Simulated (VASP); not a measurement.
Set up this calculation in VASP 6.6.1, as the native input.

* Task: single point
* Functional: PBEsol
* Potentials or basis: VASP PAW PBE potentials, release 64 (Hg, P)
* Cutoff: 500 eV
* k mesh: 10 × 10 × 10
* Occupations: gaussian, width 0.05 eV
* Spin: no spin polarisation
* Dipole correction: no
* Further INCAR settings: ALGO = Normal; EDIFF = 1e-06; NBANDS = 16

The structure of HgP lies in POSCAR:

```
HgP
1.0
    0.0000000000      2.9262887469      2.9262887469
    2.9262887469      0.0000000000      2.9262887469
    2.9262887469      2.9262887469      0.0000000000
Hg P
1 1
Direct
    0.0000000000      0.0000000000      0.0000000000
    0.2500000000      0.2500000000      0.2500000000
```

One way to write it, as run:

INCAR

```
SYSTEM = HgP
PREC = Accurate ; ENCUT = 500
EDIFF = 1E-6 ; ISMEAR = 0
SIGMA = 0.05 ; LREAL = .False.
LASPH = .True. ; NELM = 120
ALGO = Normal ; ISIF = 2
LWAVE = .False. ; LCHARG = .False.
GGA = PS ; NBANDS = 16
GGA_COMPAT = .False.
```

KPOINTS

```
Automatic mesh
0
Gamma
  10 10 10
  0 0 0
```

Potentials or basis: VASP PAW PBE potentials, release 64 (Hg, P).

Command:

```sh
$ cat potpaw_PBE.64/Hg/POTCAR potpaw_PBE.64/P/POTCAR > POTCAR
$ mpirun -np 1 vasp_std > vasp.out
```

It gave:

```
Pressure               : -2.0 GPa
Band gap on the k mesh : zero (an odd number of electrons rules out a gap without spin polarisation)
```

Caveat: the PAW data sets were made with another functional, which shifts forces and pressure a little; spin-orbit coupling is left out, which moves the levels of the heavy elements.

Wall time 14 s on 1 thread of AMD EPYC 9R45 96-Core Processor (Zen 5), with other jobs on the host, peak memory 0.16 GiB.
